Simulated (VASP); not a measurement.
Runs of VASP 6.6.1 on Rh. The structure is that of space group P6/mmm (No. 191), or close to it. The cells are those of the table. This isn't the form of Rh at room conditions, which is fcc.

```csv
spin,cell,k mesh,smearing,gap on the mesh (eV),pressure (GPa),moment (μB)
off,"a = 4.220, b = 4.220, c = 2.590 Å, angles 90.0, 90.0, 120.0°, 3 atoms",11 × 11 × 16,fermi-dirac 0.1 eV,none,24.5,-
off,"a = 4.158, b = 4.158, c = 2.551 Å, angles 90.0, 90.0, 120.0°, 3 atoms",11 × 11 × 16,fermi-dirac 0.1 eV,none,42.2,-
off,"a = 4.280, b = 4.280, c = 2.627 Å, angles 90.0, 90.0, 120.0°, 3 atoms",11 × 11 × 16,fermi-dirac 0.1 eV,none,10.7,-
"collinear, ferromagnetic start","a = 4.503, b = 4.503, c = 2.764 Å, angles 90.0, 90.0, 120.0°, 3 atoms",10 × 10 × 13,fermi-dirac 0.05 eV,none,(b),0.92
off,"a = 4.339, b = 4.339, c = 2.663 Å, angles 90.0, 90.0, 120.0°, 3 atoms",9 × 9 × 12,fermi-dirac 0.1 eV,none,0.0,-
off,"a = 4.396, b = 4.396, c = 2.698 Å, angles 90.0, 90.0, 120.0°, 3 atoms",11 × 11 × 16,fermi-dirac 0.1 eV,none,(a),-
"collinear, ferromagnetic start","a = 4.336, b = 4.336, c = 2.661 Å, angles 90.0, 90.0, 120.0°, 3 atoms",11 × 11 × 16,fermi-dirac 0.05 eV,none,0.0,0.00
off,"a = 4.339, b = 4.339, c = 2.663 Å, angles 90.0, 90.0, 120.0°, 3 atoms",11 × 11 × 16,fermi-dirac 0.1 eV,none,0.0,-
```

Alike in all rows: task single point; level PBE; potentials or basis VASP PAW PBE potentials, release 64 (Rh_pv); cutoff (eV) 520.

Question: Estimate the missing entries.

Answer: (a) -8.4; (b) -19.9.

Caveats: the cell stands under pressure (at least some runs); the cell stands under tension (at least some runs).

A k mesh can miss the band edges, and the runs leave out spin-orbit coupling on Rh.

A gap of «none» marks levels without a gap at the run's occupations.
